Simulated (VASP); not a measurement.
# GaN (I-4m2) in VASP: settings compared

GaN is run at these levels: PBE, r2SCAN; tasks: single point.

Everything below comes from runs of VASP 6.6.1. Logs are shortened: lines on timing, memory, paths and dates and some standing lists are left out, and cuts for length are marked.

### Step 1. The cell of the first run

Symmetry: I-4m2, No. 119, tetragonal system. The conventional cell has a = 3.180 Å, b = 3.180 Å, c = 4.520 Å, α = 90.00°, β = 90.00°, γ = 90.00°. Within 2.6 Å of Ga (site symmetry -4m2) lie 4 N at 1.95 Å. Within 2.6 Å of N (site symmetry -4m2) lie 4 Ga at 1.95 Å.

### Step 2. Single point, PBE (uniaxial x strain +0.5%)

File INCAR:

```
SYSTEM = GaN
PREC = Accurate ; ENCUT = 520
EDIFF = 1E-6 ; ISMEAR = -1
SIGMA = 0.02 ; LREAL = .FALSE.
LASPH = .TRUE. ; NELM = 100
ALGO = Normal ; ISIF = 2
LWAVE = .FALSE. ; LCHARG = .FALSE.
GGA = PE ; NBANDS = 16
```

File KPOINTS:

```
Automatic mesh
0
G
  10 10 10
  0 0 0
```

File POSCAR:

```
GaN
1.0
    0.0000000000      2.2489526240      2.2489526240
    2.2599724918      0.0000000000      2.2489526240
    2.2599724918      2.2489526240      0.0000000000
Ga N
1 1
Direct
    0.0000000000      0.0000000000      0.0000000000
    0.7500000000      0.7500000000      0.7500000000
```

Potentials or basis: VASP PAW PBE potentials, release 64 (Ga_d, N).

Started as:

```
> cat potpaw_PBE.64/Ga_d/POTCAR potpaw_PBE.64/N/POTCAR > POTCAR
> mpirun -np 1 vasp_std > vasp.out
```

OUTCAR:

```text
SYSTEM = GaN
   PREC = Accurate
   ENCUT = 520
   EDIFF = 1E-6
   ISMEAR = -1
   LREAL = .FALSE.
   LASPH = .TRUE.
   NELM = 100
   ISIF = 2
   GGA = PE

 ion  position               nearest neighbor table
   1  0.000  0.000  0.000-   2 1.95   2 1.95   2 1.95   2 1.95
   2  0.750  0.750  0.750-   1 1.95   1 1.95   1 1.95   1 1.95

  LATTYP: Found a body centered tetragonal cell.
 ALAT       =     3.1804993020
 C/A-ratio  =     1.4211432088

  Lattice vectors:

 A1 = (   2.2599724918,   0.0000000000,   2.2489526240)
 A2 = (   2.2599724918,   0.0000000000,  -2.2489526240)
 A3 = (  -2.2599724918,   2.2489526240,   0.0000000000)

Analysis of symmetry for initial positions (statically):
=====================================================================
 Subroutine PRICEL returns:
 Original cell was already a primitive cell.

 Routine SETGRP: Setting up the symmetry group for a
 body centered tetragonal supercell.

 Subroutine GETGRP returns: Found  8 space group operations
 (whereof  8 operations were pure point group operations)
 out of a pool of 16 trial point group operations.

The static configuration has the point symmetry D_2d.

Analysis of symmetry for dynamics (positions and initial velocities):
=====================================================================
 Subroutine PRICEL returns:
 Original cell was already a primitive cell.

 Routine SETGRP: Setting up the symmetry group for a
 body centered tetragonal supercell.

 Subroutine GETGRP returns: Found  8 space group operations
 (whereof  8 operations were pure point group operations)
 out of a pool of 16 trial point group operations.

The dynamic configuration has the point symmetry D_2d.

 Subroutine INISYM returns: Found  8 space group operations
 (whereof  8 operations are pure point group operations),
 and found     1 'primitive' translations

----------------------------------------------------------------------------------------

                                     Primitive cell

  volume of cell :      22.8609

  direct lattice vectors                    reciprocal lattice vectors
     0.000000000  2.248952624  2.248952624    -0.221241631  0.222325715  0.222325715
     2.259972492  0.000000000  2.248952624     0.221241631 -0.222325715  0.222325715
     2.259972492  2.248952624  0.000000000     0.221241631  0.222325715 -0.222325715

  length of vectors
     3.180499302  3.188301047  3.188301047     0.384454557  0.384454557  0.384454557

  position of ions in fractional coordinates (direct lattice)
     0.000000000  0.000000000  0.000000000
     0.750000000  0.750000000  0.750000000

  ion indices of the primitive-cell ions
   primitive index   ion index
                 1           1
                 2           2

----------------------------------------------------------------------------------------

 KPOINTS: Automatic mesh

Automatic generation of k-mesh.
 Grid dimensions read from file:
 generate k-points for:   10   10   10

 Generating k-lattice:

  Cartesian coordinates                     Fractional coordinates (reciprocal lattice)
    -0.022124163  0.022232571  0.022232571     0.100000000  0.000000000  0.000000000
     0.022124163 -0.022232571  0.022232571     0.000000000  0.100000000  0.000000000
     0.022124163  0.022232571 -0.022232571     0.000000000  0.000000000  0.100000000

  Length of vectors
     0.038445456  0.038445456  0.038445456

  Shift w.r.t. Gamma in fractional coordinates (k-lattice)
     0.000000000  0.000000000  0.000000000

 Subroutine IBZKPT returns following result:
 ===========================================

 Found    102 irreducible k-points:

 Following reciprocal coordinates:
            Coordinates               Weight
  0.000000  0.000000  0.000000      1.000000
  0.100000  0.000000  0.000000      8.000000
  0.200000  0.000000  0.000000      8.000000
  0.300000  0.000000  0.000000      8.000000
  0.400000  0.000000  0.000000      8.000000
  0.500000 -0.000000 -0.000000      4.000000
[... 16 lines left out ...]
  0.300000  0.300000  0.000000      4.000000
  0.400000  0.300000 -0.000000     16.000000
 [... further k-points ...]
   k-points           NKPTS =    102   k-points in BZ     NKDIM =    102   number of bands    NBANDS=     16
   number of dos      NEDOS =    301   number of ions     NIONS =      2
   total plane-waves  NPLWV =  13824
   dimension x,y,z NGX =    24 NGY =   24 NGZ =   24
   dimension x,y,z NGXF=    48 NGYF=   48 NGZF=   48
   ions per type =               1   1
   NGX,Y,Z   is equivalent  to a cutoff of  12.54, 12.51, 12.51 a.u.
   NGXF,Y,Z  is equivalent  to a cutoff of  25.09, 25.03, 25.03 a.u.
 SYSTEM =  GaN
   PREC   = accura    normal or accurate (medium, high low for compatibility)
   ISTART =      0    job   : 0-new  1-cont  2-samecut
   ICHARG =      2    charge: 1-file 2-atom 10-const
   ISPIN  =      1    spin polarized calculation?
   LNONCOLLINEAR =      F non collinear calculations
   LSORBIT =      F    spin-orbit coupling
   LASPH  =      T    aspherical Exc in radial PAW
   ENCUT  =  520.0 eV  38.22 Ry    6.18 a.u.   5.91  5.93  5.93*2*pi/ulx,y,z
   NELM   =    100;   NELMIN=  2; NELMDL= -5     # of ELM steps
   EDIFF  = 0.1E-05   stopping-criterion for ELM
   LREAL  =      F    real-space projection
   EDIFFG = 0.1E-04   stopping-criterion for IOM
   NSW    =      0    number of steps for IOM
   IBRION =     -1    ionic relax: 0-MD 1-quasi-New 2-CG
   NFREE  =      0    steps in history (QN), initial steepest desc. (CG)
   ISIF   =      2    stress and relaxation
   ISYM   =      2    0-nonsym 1-usesym 2-fastsym
   POTIM  = 0.5000    time-step for ionic-motion
   TEBEG  =    0.0;   TEEND  =   0.0 temperature during run
   PSTRESS=    0.0 pullay stress
   NELECT =      18.0000    total number of electrons
   NUPDOWN=      -1.0000    fix difference up-down
   EMIN   =  10.00;   EMAX   =-10.00  energy-range for DOS
   EFERMI =   0.00;   METHOD = LEGACY
   ISMEAR =    -1;   SIGMA  =   0.02  broadening in eV -4-tet -1-fermi 0-gaus
   EFERMI_NEDOS =   21; number of points for ismear=-14 and -15
   IALGO  =     38    algorithm
   IMIX   =      4    mixing-type and parameters
     AMIX     =   0.40;   BMIX     =  1.00
     AMIX_MAG =   1.60;   BMIX_MAG =  1.00
  volume/ion in A,a.u.               =      11.43        77.14
  Fermi-wavevector in a.u.,A,eV,Ry     =   1.511707  2.856713 31.092841  2.285259
  Thomas-Fermi vector in A             =   2.621729
   LORBIT       =      0    0 simple, 1 ext, 2 COOP (PROOUT), +10 PAW based schemes
   GGA     = PE    functional components
   LHFCALC =     F    Hartree Fock is set to
   AEXX    =    0.0000 exact exchange contribution
   IVDW    =     0    specifies the selected vdW correction
   LEPSILON=     F    determine dielectric tensor
   LRPA    =     F    only Hartree local field effects (RPA)
 non-spin polarized calculation
  energy-cutoff  :      520.00
  volume of cell :       22.86
 maximum number of plane-waves:       636
   NGX = 11   NGY = 11   NGZ = 11

 number of electron      18.0000005 magnetization

 Free energy of the ion-electron system (eV)
  ---------------------------------------------------
  ext. energy  EPLUGINS =         0.00000000
  ---------------------------------------------------
  free energy    TOTEN  =       -12.14217351 eV

  energy without entropy =      -12.14217351  energy(sigma->0) =      -12.14217351

 E-fermi :   5.7895     XC(G=0): -11.6732

 val. band max:        5.3015726930   @ k =   0.0000   0.0000   0.0000
 cond. band min:       7.0258717874   @ k =   0.0000   0.0000   0.0000
 fundamental gap:      1.7242990944
 Fermi energy:         5.7895355825

 k-point     1 :       0.0000    0.0000    0.0000
  band No.  band energies     occupation
      1     -10.6495      2.00000
      2      -8.1522      2.00000
      3      -8.1469      2.00000
      4      -8.1469      2.00000
      5      -7.8279      2.00000
      6      -7.8277      2.00000
[... 8 lines left out ...]
     15      24.0511      0.00000
     16      24.2129      0.00000

 k-point     2 :       0.1000    0.0000    0.0000
  band No.  band energies     occupation
      1     -10.5392      2.00000
      2      -8.1369      2.00000
      3      -8.1332      2.00000
      4      -8.1096      2.00000
      5      -7.8291      2.00000
      6      -7.8291      2.00000
[... 8 lines left out ...]
     15      22.9065      0.00000
     16      22.9096      0.00000

 k-point     3 :       0.2000    0.0000    0.0000
  band No.  band energies     occupation
      1     -10.2613      2.00000
      2      -8.1051      2.00000
      3      -8.1016      2.00000
      4      -7.9471      2.00000
      5      -7.8283      2.00000
      6      -7.8274      2.00000
[... 8 lines left out ...]
     15      22.0680      0.00000
     16      22.1218      0.00000

 k-point     4 :       0.3000    0.0000    0.0000
  band No.  band energies     occupation
      1      -9.9658      2.00000
      2      -8.0770      2.00000
      3      -8.0733      2.00000
      4      -7.8153      2.00000
      5      -7.8133      2.00000
      6      -7.5510      2.00000
[... 8 lines left out ...]
     15      22.5657      0.00000
     16      22.5805      0.00000

 k-point     5 :       0.4000    0.0000    0.0000
  band No.  band energies     occupation
      1      -9.7887      2.00000
      2      -8.0649      2.00000
      3      -8.0611      2.00000
      4      -7.7932      2.00000
      5      -7.7904      2.00000
      6      -6.9429      2.00000
[... 8 lines left out ...]
     15      23.9644      0.00000
     16      23.9752      0.00000

 k-point     6 :       0.5000   -0.0000   -0.0000
  band No.  band energies     occupation
      1      -9.7373      2.00000
      2      -8.0627      2.00000
      3      -8.0589      2.00000
      4      -7.7821      2.00000
      5      -7.7790      2.00000
      6      -6.5831      2.00000
[... 8 lines left out ...]
     15      24.9657      0.00000
     16      24.9789      0.00000

 k-point     7 :       0.1000    0.1000    0.0000
  band No.  band energies     occupation
      1     -10.5025      2.00000
      2      -8.1260      2.00000
      3      -8.1212      2.00000
      4      -8.1111      2.00000
      5      -7.8379      2.00000
      6      -7.8204      2.00000
[... 8 lines left out ...]
     15      24.3404      0.00000
     16      24.7638      0.00000

 k-point     8 :       0.2000    0.1000    0.0000
  band No.  band energies     occupation
      1     -10.2816      2.00000
      2      -8.1024      2.00000
      3      -8.0905      2.00000
      4      -8.0016      2.00000
      5      -7.8349      2.00000
      6      -7.8129      2.00000
[... 8 lines left out ...]
     15      23.8790      0.00000
     16      24.0495      0.00000

 k-point     9 :       0.3000    0.1000    0.0000
  band No.  band energies     occupation
      1      -9.9966      2.00000
      2      -8.0766      2.00000
      3      -8.0583      2.00000
      4      -7.8764      2.00000
      5      -7.8001      2.00000
      6      -7.6282      2.00000
[... 8 lines left out ...]
     15      23.0757      0.00000
     16      24.0004      0.00000
[... 172 lines left out ...]
 k-point    19 :       0.5000    0.2000    0.0000
  band No.  band energies     occupation
      1      -9.6616      2.00000
      2      -8.0442      2.00000
      3      -7.9838      2.00000
      4      -7.8704      2.00000
      5      -7.7758      2.00000
      6      -6.4744      2.00000
[... 8 lines left out ...]
     15      25.5716      0.00000
     16      25.9418      0.00000

 k-point    20 :      -0.4000    0.2000    0.0000
  band No.  band energies     occupation
      1      -9.6544      2.00000
      2      -8.0491      2.00000
      3      -7.9899      2.00000
      4      -7.8398      2.00000
      5      -7.8000      2.00000
      6      -6.3510      2.00000
[... 8 lines left out ...]
     15      23.9539      0.00000
     16      25.6114      0.00000

 k-point    21 :      -0.3000    0.2000   -0.0000
  band No.  band energies     occupation
      1      -9.7201      2.00000
      2      -8.0506      2.00000
      3      -8.0081      2.00000
      4      -7.8347      2.00000
      5      -7.8307      2.00000
      6      -6.8155      2.00000
[... 8 lines left out ...]
     15      22.5975      0.00000
     16      25.9546      0.00000

 k-point    22 :      -0.2000    0.2000   -0.0000
  band No.  band energies     occupation
      1      -9.8756      2.00000
      2      -8.0579      2.00000
      3      -8.0450      2.00000
      4      -7.8499      2.00000
      5      -7.8400      2.00000
      6      -7.3773      2.00000
[... 8 lines left out ...]
     15      22.6652      0.00000
     16      25.8920      0.00000

 k-point    23 :       0.3000    0.3000    0.0000
  band No.  band energies     occupation
      1      -9.7878      2.00000
      2      -8.0010      2.00000
      3      -7.9600      2.00000
      4      -7.9578      2.00000
      5      -7.7769      2.00000
      6      -7.3563      2.00000
[... 8 lines left out ...]
     15      27.2833      0.00000
     16      27.7865      0.00000

 k-point    24 :       0.4000    0.3000   -0.0000
  band No.  band energies     occupation
      1      -9.6713      2.00000
      2      -8.0194      2.00000
      3      -7.9251      2.00000
      4      -7.9231      2.00000
      5      -7.7666      2.00000
      6      -6.9010      2.00000
[... 8 lines left out ...]
     15      27.5627      0.00000
     16      27.7655      0.00000

 [... further k-points ...]
[... 5 lines left out ...]
  --------------------------------------------------------------------------------------
  -------------------------------------------------------------------------------------
  Total        0.7022064      0.7872905      0.7872905      0.0000000      0.0000000      0.0000000
  in kB       49.2131998     55.1762059     55.1762059      0.0000000      0.0000000      0.0000000
  external PRESSURE =      53.1885372 kB  Pullay stress =       0.0000000 kB

 VOLUME and BASIS-vectors are now :
 -----------------------------------------------------------------------------
  energy-cutoff  :      520.00
  volume of cell :       22.86
      direct lattice vectors                 reciprocal lattice vectors
     0.000000000  2.248952624  2.248952624    -0.221241631  0.222325715  0.222325715
     2.259972492  0.000000000  2.248952624     0.221241631 -0.222325715  0.222325715
     2.259972492  2.248952624  0.000000000     0.221241631  0.222325715 -0.222325715

 POSITION                                       TOTAL-FORCE (eV/Angst)
 -----------------------------------------------------------------------------------
      0.00000      0.00000      0.00000        -0.000000     -0.000000     -0.000000
      3.38996      3.37343      3.37343         0.000000      0.000000      0.000000
 -----------------------------------------------------------------------------------
    total drift:                               -0.000002     -0.000001     -0.000001

  FREE ENERGIE OF THE ION-ELECTRON SYSTEM (eV)
  ---------------------------------------------------
  free  energy   TOTEN  =       -12.1421735134 eV

  energy  without entropy=      -12.1421735134  energy(sigma->0) =      -12.14217351
```

It took 14 s on 1 thread of Intel Xeon 6975P-C (Granite Rapids), shared host; peak memory 0.16 GiB.

Results:

```yaml
Free_energy: -12.1422 eV
Pressure: 5.3 GPa
Band_gap_on_the_k_mesh: 1.72 eV, direct
```

Stress tensor (GPa, compression positive):
```
4.92 0.00 0.00
0.00 5.52 0.00
0.00 0.00 5.52
```

Levels at points of the mesh, in eV from the valence-band top:
```tsv
k point	band 6	band 7	band 8	band 9	band 10	band 11	band 12	band 13
(0.00, 0.00, 0.00)	-13.13	-0.02	0.00	0.00	1.72	10.30	10.30	10.31
(0.50, 0.00, 0.00)	-11.88	-7.05	-1.00	-0.96	4.64	8.73	10.33	10.40
(0.50, 0.50, 0.00)	-11.45	-6.12	-2.73	-2.72	3.33	6.64	11.73	13.90
(0.00, 0.50, 0.50)	-11.48	-6.17	-2.69	-2.69	3.37	6.71	11.66	13.98
```

Caveat: the cell differs from its parent crystal (uniaxial x strain +0.5%).

### Step 3. Single point, r2SCAN (uniaxial x strain +0.5%)

POSCAR is that of step 2.

File INCAR.step1:

```
ALGO = Normal
EDIFF = 1E-4
ENCUT = 520
GGA = PE
ISMEAR = 0
LASPH = T
LCHARG = F
LREAL = F
LWAVE = T
NBANDS = 16
NELM = 80
PREC = Accurate
SIGMA = 0.01
```

File INCAR.step2:

```
ALGO = Normal
EDIFF = 1E-6
ENCUT = 520
ISIF = 2
ISMEAR = 0
ISTART = 1
LASPH = T
LCHARG = T
LELF = T
LMIXTAU = T
LREAL = F
LVHAR = T
LWAVE = F
METAGGA = R2SCAN
NBANDS = 16
NELM = 80
PREC = Accurate
SIGMA = 0.01
```

File KPOINTS:

```
k-points
0
Gamma
  10 10 10
```

Potentials or basis: VASP PAW PBE potentials, release 64 (Ga_d, N).

Started as:

```
> cat potpaw_PBE.64/Ga_d/POTCAR potpaw_PBE.64/N/POTCAR > POTCAR
> cp INCAR.step1 INCAR
> mpirun -np 1 vasp_std > vasp.out
> cp INCAR.step2 INCAR
> mpirun -np 1 vasp_std > vasp.out
```

It took 57 s on 1 thread of Intel Xeon 6975P-C (Granite Rapids), shared host; peak memory 0.17 GiB.

Results (log left out):

* Free energy: -21.8967 eV
* Pressure: 0.2 GPa
* Band gap on the k mesh: 2.12 eV, direct

Stress tensor (GPa, compression positive):
```
-0.28  0.00  0.00
 0.00  0.37  0.00
 0.00  0.00  0.37
```

Levels at points of the mesh, in eV from the valence-band top:
| k point | band 6 | band 7 | band 8 | band 9 | band 10 | band 11 | band 12 | band 13 |
| --- | --- | --- | --- | --- | --- | --- | --- | --- |
| (0.00, 0.00, 0.00) | -13.49 | -0.02 | 0.00 | 0.00 | 2.12 | 11.00 | 11.00 | 11.01 |
| (0.50, 0.00, 0.00) | -12.36 | -7.17 | -1.03 | -0.99 | 5.16 | 9.44 | 10.96 | 11.04 |
| (0.50, 0.50, 0.00) | -11.97 | -6.21 | -2.81 | -2.81 | 3.75 | 7.21 | 12.60 | 14.88 |
| (0.00, 0.50, 0.50) | -12.00 | -6.27 | -2.77 | -2.77 | 3.78 | 7.30 | 12.53 | 14.97 |

Caveat: the cell differs from its parent crystal (uniaxial x strain +0.5%); the PAW data sets were made with another functional, which shifts forces and pressure a little.

### Step 4. Single point, r2SCAN (uniaxial x strain +0.5%)

POSCAR is that of step 3.

File INCAR.step1:

```
ALGO = Normal
EDIFF = 1E-5
ENCUT = 910
GGA = PE
GGA_COMPAT = F
ISMEAR = 0
LASPH = T
LCHARG = F
LREAL = F
LWAVE = T
NBANDS = 16
NELM = 120
PREC = Accurate
SIGMA = 0.01
```

INCAR.step2, as its differences from that of step 3:

```diff
@@ -2,3 +2,4 @@
 EDIFF = 1E-6
-ENCUT = 520
+ENCUT = 910
+GGA_COMPAT = F
 ISIF = 2
@@ -15,3 +16,3 @@
 NBANDS = 16
-NELM = 80
+NELM = 120
 PREC = Accurate
```

KPOINTS is that of step 3.

Potentials or basis: VASP PAW PBE potentials, release 64 (Ga_d, N_h).

Started as:

```
> cat potpaw_PBE.64/Ga_d/POTCAR potpaw_PBE.64/N_h/POTCAR > POTCAR
> cp INCAR.step1 INCAR
> mpirun -np 1 vasp_std > vasp.out
> cp INCAR.step2 INCAR
> mpirun -np 1 vasp_std > vasp.out
```

It took 82 s on 1 thread of Intel Xeon 6975P-C (Granite Rapids), shared host; peak memory 0.24 GiB.

It converged, with:

| Property | Result |
| --- | --- |
| Free energy | -21.8965 eV |
| Pressure | 0.1 GPa |
| Band gap on the k mesh | 2.12 eV, direct |

Stress tensor (GPa, compression positive):
```
-0.29  0.00  0.00
 0.00  0.34  0.00
 0.00  0.00  0.34
```

Levels at points of the mesh, in eV from the valence-band top:
```tsv
k point	band 5	band 6	band 7	band 8	band 9	band 10	band 11	band 12	band 13	band 14
(0.00, 0.00, 0.00)	-13.49	-13.49	-0.02	0.00	0.00	2.12	11.00	11.00	11.02	18.57
(0.50, 0.00, 0.00)	-13.44	-12.36	-7.17	-1.02	-0.99	5.16	9.44	10.96	11.04	16.50
(0.50, 0.50, 0.00)	-13.41	-11.97	-6.21	-2.81	-2.80	3.75	7.22	12.60	14.88	15.00
(0.00, 0.50, 0.50)	-13.41	-12.00	-6.26	-2.77	-2.77	3.78	7.30	12.53	14.97	14.97
```

Caveat: the cell differs from its parent crystal (uniaxial x strain +0.5%); the cutoff is under 1.25 times the usual one of these potentials, so pressure, stress and relaxed cells hold a basis-set (Pulay) error; the PAW data sets were made with another functional, which shifts forces and pressure a little.

### Step 5. Summary

```tsv
level	potentials or basis	cutoff (eV)	smearing	second run	gap on the mesh (eV)	pressure (GPa)
PBE	VASP PAW PBE potentials, release 64 (Ga_d, N)	520	fermi-dirac 0.02 eV	-	1.72	5.3
r2SCAN	VASP PAW PBE potentials, release 64 (Ga_d, N)	520	gaussian 0.01 eV	-	2.12	0.2
r2SCAN	VASP PAW PBE potentials, release 64 (Ga_d, N_h)	910	gaussian 0.01 eV	hard_potentials	2.12	0.1
```

Alike in all rows: task single point; no spin polarisation; cell as given; k mesh 10 × 10 × 10.

Caveats: the PAW data sets were made with another functional, which shifts forces and pressure a little (some runs); the cutoff is under 1.25 times the usual one of these potentials, so pressure, stress and relaxed cells hold a basis-set (Pulay) error (some runs).

Total energies depend on the potentials used, so only differences within one code and one set of settings carry meaning.
